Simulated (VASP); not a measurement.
Input of a VASP 6.6.1 run:

Contents of INCAR:

```
SYSTEM = Cu
PREC     = Accurate       ! precision mode
ENCUT    = 520            ! plane-wave cutoff, eV
EDIFF    = 1E-7           ! SCF threshold, eV
ISMEAR   = 0              ! smearing method
SIGMA    = 0.15           ! smearing width, eV
LREAL    = .False.        ! projectors in reciprocal space
LASPH    = .True.         ! aspherical terms in the spheres
NELM     = 80             ! most SCF steps
ALGO     = Fast           ! electronic algorithm
ISIF     = 2              ! what is computed and relaxed
LWAVE    = .False.        ! write WAVECAR
LCHARG   = .True.         ! write CHGCAR
GGA      = PS             ! functional
LELF     = .True.         ! ELF
LVHAR    = .True.       
NBANDS   = 12             ! bands
```

KPOINTS

```
regular mesh
0
Gamma
  24 24 24
  0 0 0
```

Contents of POSCAR:

```
Cu
1.0
   -1.4427933200      1.4290325055      1.3616535168
    1.4427933200     -1.4565541345      1.3905093832
    1.4427933200      1.4565541345     -1.3905093832
Cu
1
Direct
    0.0000000000      0.0000000000      0.0000000000
```

Potentials or basis: VASP PAW PBE potentials, release 64 (Cu).

Command:

```bash
$ cat potpaw_PBE.64/Cu/POTCAR > POTCAR
$ mpirun -np 1 vasp_std > vasp.out
```

(1) Estimate the pressure.

(2) Estimate the band gap on the k mesh.

Answers

(1) -0.3 GPa.

(2) zero (an odd number of electrons rules out a gap without spin polarisation).

Caveat: the cell differs from its parent crystal (strain -0.0200 x Voigt [0, 0, 0, 1, 0, 0]); the PAW data sets were made with another functional, which shifts forces and pressure a little.
